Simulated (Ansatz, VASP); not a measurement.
## ScGa5S: VASP beside Ansatz

```xyz
7
Lattice="4.0487 0.0000 0.0000 0.0000 4.0487 0.0000 0.0000 0.0000 8.0688" Properties=species:S:1:pos:R:3 pbc="T T T"
Sc    0.0000    0.0000    0.0000
Ga    2.0243    2.0243    0.0000
Ga    2.0243    0.0000    5.9612
Ga    0.0000    2.0243    5.9612
Ga    2.0243    0.0000    2.1076
Ga    0.0000    2.0243    2.1076
S     2.0243    2.0243    4.0344
```

Change from the starting cell: species swapped into the SnPPt5 type (P4/mmm, No. 123).

Alike in both runs: functional PBE; k mesh 4 × 4 × 3; occupations gaussian, width 0.2 eV; no spin polarisation.

Ansatz relaxed the structure, and its values are those at the end. VASP's run is a single point on that final structure, the one shown.

|  | VASP | Ansatz |
| --- | --- | --- |
| version | VASP 6.6.1 | Ansatz 0.2.0 |
| potentials or method | VASP PAW PBE potentials, release 64 (Sc_sv, Ga_d, S), cutoff 520 eV | scalar-relativistic, plane waves, PAW |
| valence electrons in the cell | 82 | 82 |

VASP gave:

| Item | Value |
| --- | --- |
| gap on the k mesh at the Fermi level (eV) | none |
| pressure (GPa) | 0.4 |
| rms of the force components (eV/Å) | 0.020 |

What did Ansatz give for the same quantities?

gap on the k mesh at the Fermi level (eV): none; pressure (GPa): 0.3; rms of the force components (eV/Å): 0.019.

A gap of «none» marks a metal or a gap that the smearing closes.

The k mesh is coarse, so the values compare programs but aren't converged.
